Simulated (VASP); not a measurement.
Wanted: the native input for a VASP 6.6.1 run.

| Item | Value |
| --- | --- |
| Task | single point |
| Functional | PBE |
| Potentials or basis | VASP PAW PBE potentials, release 64 (In_d, P) |
| Cutoff | 520 eV |
| k mesh | 10 × 10 × 10 |
| Occupations | gaussian, width 0.02 eV |
| Spin | no spin polarisation |
| Dipole correction | no |
| Further INCAR settings | ALGO = Normal; EDIFF = 1e-07; NBANDS = 16 |

The structure of InP lies in POSCAR:

```
InP
1.0
    0.0000000000      2.9499307970      2.9499307970
    2.9499307970      0.0000000000      2.9499307970
    2.9499307970      2.9499307970      0.0000000000
In P
1 1
Direct
    0.0000000000      0.0000000000      0.0000000000
    0.2500000000      0.2500000000      0.2500000000
```

This cell differs from its parent crystal: volume scaled by 0.97.

One way to write it, as run:

INCAR

```
ALGO     = Normal         # electronic algorithm
EDIFF    = 1E-7           # SCF threshold, eV
ENCUT    = 520            # plane-wave cutoff, eV
GGA      = PE             # functional
ISIF     = 2              # what is computed and relaxed
ISMEAR   = 0              # smearing method
LASPH    = True           # aspherical terms in the spheres
LCHARG   = True           # write CHGCAR
LELF     = True           # ELF
LREAL    = False          # projectors in reciprocal space
LVHAR    = True         
LWAVE    = False          # write WAVECAR
NBANDS   = 16             # bands
NELM     = 100            # most SCF steps
PREC     = Accurate       # precision mode
SIGMA    = 0.02           # smearing width, eV
```

KPOINTS

```
k-points
0
Gamma
  10 10 10
```

Potentials or basis: VASP PAW PBE potentials, release 64 (In_d, P).

Launch:

```sh
$ cat potpaw_PBE.64/In_d/POTCAR potpaw_PBE.64/P/POTCAR > POTCAR
$ mpirun -np 1 vasp_std > vasp.out
```

Results of the run:

- Pressure: 1.9 GPa
- Band gap on the k mesh: 0.60 eV, direct

Caveat: spin-orbit coupling is left out, which moves the levels of the heavy elements.

Wall time 63 s on 1 thread of Intel Xeon 8259CL (shared host), peak memory 0.2 GiB.
